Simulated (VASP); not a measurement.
A run of VASP 6.6.1:

Contents of INCAR:

```
SYSTEM = NaZrO2
ALGO = Normal
EDIFF = 1E-7
EDIFFG = -0.04
ENCUT = 600
GGA = PE
IBRION = 2
ISIF = 3
ISMEAR = 0
LASPH = .True.
LCHARG = .False.
LREAL = .False.
LWAVE = .False.
NELM = 80
NSW = 90
PREC = Accurate
SIGMA = 0.1
```

File KPOINTS:

```
k-points
0
Gamma
  6 6 4
  0 0 0
```

The input POSCAR:

```
NaZrO2
1.0
    4.0824705300      0.0000000000      0.0000000000
   -2.0412352600      3.5355231900      0.0000000000
    0.0000000000      0.0000000000      4.6642052400
Na Zr O
1 1 2
Direct
    0.0000000000      0.0000000000      0.0000000000
    0.0000000000      0.0000000000      0.5000000000
    0.3333333300      0.6666666700      0.8576781200
    0.6666666700      0.3333333300      0.1423218800
```

Potentials or basis: VASP PAW PBE potentials, release 64 (Na_pv, Zr_sv, O).

Launch:

```console
$ cat potpaw_PBE.64/Na_pv/POTCAR potpaw_PBE.64/Zr_sv/POTCAR potpaw_PBE.64/O/POTCAR > POTCAR
$ mpirun -np 1 vasp_std > vasp.out
```

Hardware: 1 thread of Intel(R) Xeon(R) 6975P-C (Granite Rapids), with other jobs on the host.

Question: Estimate the wall time of this run.

Answer: It took 2.8 min on 1 thread of Intel(R) Xeon(R) 6975P-C (Granite Rapids), on a shared host, peak memory 0.26 GiB. Counts: scf iterations 132, k points 24, ion steps 12.
